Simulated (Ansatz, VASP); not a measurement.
# Cd2S in VASP and in Ansatz

File INCAR:

```
SYSTEM = Cd2S
PREC = Accurate
ENCUT = 520
EDIFF = 1E-6
ISMEAR = 0
SIGMA = 0.1
LREAL = .False.
LASPH = .True.
NELM = 100
ALGO = Normal
ISIF = 2
LWAVE = .False.
LCHARG = .False.
GGA = PE
NBANDS = 22
```

Contents of KPOINTS:

```
Automatic mesh
0
Gamma
  6 6 4
  0 0 0
```

The input POSCAR:

```
Cd2S
1.0
    3.9626700800      0.0000000000      0.0000000000
   -1.9813350400      3.4317729600      0.0000000000
    0.0000000000      0.0000000000      5.8091921800
Cd S
2 1
Direct
    0.6666666700      0.3333333300      0.5787349900
    0.3333333300      0.6666666700      0.9327170300
    0.3333333300      0.6666666700      0.3657050100
```

Input for Ansatz:

```yaml
crystal:
  lattice:
    - [3.96267008, 0.0, 0.0]
    - [-1.98133504, 3.43177296, 0.0]
    - [0.0, 0.0, 5.80919218]
  atoms:
    - { symbol: Cd, position: [0.66666667, 0.33333333, 0.57873499] }
    - { symbol: Cd, position: [0.33333333, 0.66666667, 0.93271703] }
    - { symbol: S, position: [0.33333333, 0.66666667, 0.36570501] }
basis:
  ecutwfc: 420
kpoints:
  mp_grid: { grid: [6, 6, 4] }
hamiltonian:
  xc: pbe
scf:
  occupations: { method: gaussian, width: 0.1 }
  lower_state_search: "off"
output:
  forces: true
  stress: true
  eigenvalues: true
```

Alike in both runs: task single point; functional PBE; k mesh 6 × 6 × 4; occupations gaussian, width 0.1 eV; no spin polarisation.

|  | VASP | Ansatz |
| --- | --- | --- |
| version | VASP 6.6.1 | Ansatz 0.2.0 |
| potentials or method | VASP PAW PBE potentials, release 64 (Cd, S), cutoff 520 eV | scalar-relativistic, plane waves, PAW |
| valence electrons in the cell | 30 | 46 |

|  | VASP | Ansatz | Ansatz less VASP |
| --- | --- | --- | --- |
| gap on the k mesh at the Fermi level (eV) | 0.10 | 0.09 | -0.004 |
| least direct gap on the mesh (eV) | 0.47 | 0.46 | -0.008 |
| pressure (GPa) | 0.1 | -0.2 | -0.26 |
| traceless stress, the component that is largest in VASP (GPa) | 0.07 | 0.00 | -0.069 |
| rms of the force components (eV/Å) | 0.017 | 0.027 | +0.0099 |

Atom by atom the forces differ by 0.010 eV/Å (rms over components). VASP's potentials hold 30 valence electrons a cell and Ansatz's 46, so a difference there can come from the potentials and not from the codes.
